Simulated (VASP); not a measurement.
A run of VASP 6.6.1 is set up as follows.

File INCAR:

```
PREC = Accurate ; ENCUT = 600
EDIFF = 1E-6 ; ISMEAR = 0
SIGMA = 0.1 ; LREAL = False
LASPH = True ; NELM = 100
ALGO = Fast ; ISIF = 3
LWAVE = False ; LCHARG = False
GGA = PE ; IBRION = 2
NSW = 100 ; EDIFFG = -0.01
```

The input KPOINTS:

```
Automatic mesh
0
Gamma
  6 10 6
```

Contents of POSCAR:

```
Cd3SO2
1.0
    5.9084148264      0.0000000000      0.0000000000
    0.0000000000      3.4717789983      0.0000000000
   -2.8855092753      0.0000000000      5.2137541401
Cd S O
3 1 2
Direct
    0.3375199632      0.5000000000      0.8798938900
    0.1231986416      0.0000000000      0.2860775114
    0.7144980525      0.0000000000      0.5905218804
    0.7847732529      0.5000000000      0.2775886923
    0.4246033688      0.5000000000      0.5546757534
    0.1154057210      0.0000000000      0.9112412925
```

Potentials or basis: VASP PAW PBE potentials, release 64 (Cd, S, O).

Command:

```bash
$ cat potpaw_PBE.64/Cd/POTCAR potpaw_PBE.64/S/POTCAR potpaw_PBE.64/O/POTCAR > POTCAR
$ mpirun -np 1 vasp_std > vasp.out
```

**Question.** Predict the relaxed cell.

**Answer.** a = 5.925 Å, b = 3.477 Å, c = 5.979 Å, α = 90.00°, β = 118.99°, γ = 90.00°.

**Question.** Estimate the space group after relaxing (to 0.1 Å).

**Answer.** Pm (No. 6).

**Question.** Predict the relaxed volume.

**Answer.** 17.96 Å³/atom.

Forces in eV/Å, atoms in the order of the input:
```
Cd   0.002  0.000 -0.001
Cd  -0.001  0.000 -0.007
Cd   0.001  0.000  0.001
S   -0.002  0.000  0.005
O   -0.001  0.000  0.005
O    0.000  0.000 -0.004
```
